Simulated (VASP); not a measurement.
# HfB2 (sol): single point with PBEsol

The system is HfB2 (sol).

```
CELL_PARAMETERS angstrom
3.12727 0.00000 0.00000
-1.56363 2.70829 0.00000
0.00000 0.00000 3.44718
ATOMIC_POSITIONS crystal
Hf 0.00000 0.00000 0.00000
B 0.33333 0.66667 0.50000
B 0.66667 0.33333 0.50000
```

| Quantity | Value |
| --- | --- |
| Program | VASP 6.6.1 |
| Task | single point |
| Functional | PBEsol |
| Potentials or basis | VASP PAW PBE potentials, release 64 (Hf_pv, B) |
| Cutoff | 520 eV |
| k mesh | 15 × 15 × 12 |
| Occupations | gaussian, width 0.1 eV |
| Spin | no spin polarisation |

- Pressure: -0.1 GPa
- Band gap on the k mesh: zero (band 8 reaches 8.42 eV, above the bottom of band 9 at 7.43 eV)

Stress tensor (GPa, compression positive):
```
-0.16  0.00  0.00
 0.00 -0.16  0.00
 0.00  0.00  0.16
```

Levels at points of the mesh, in eV from the Fermi level:
```csv
k point,band 4,band 5,band 6,band 7,band 8,band 9,band 10,band 11,band 12,band 13
"(0.00, 0.00, 0.00)",-13.84,-3.08,-2.98,-2.98,-2.71,4.06,4.06,4.79,4.79,5.02
"(0.00, 0.00, 0.50)",-11.30,-8.46,-1.21,-1.21,0.22,0.22,0.97,0.97,2.33,5.10
```

Wall time 41 s on 1 thread of Intel Xeon 6975P-C, with other jobs on the host, peak memory 0.21 GiB.

Caveat: the PAW data sets were made with another functional, which shifts forces and pressure a little; spin-orbit coupling is left out, which moves the levels of the heavy elements.
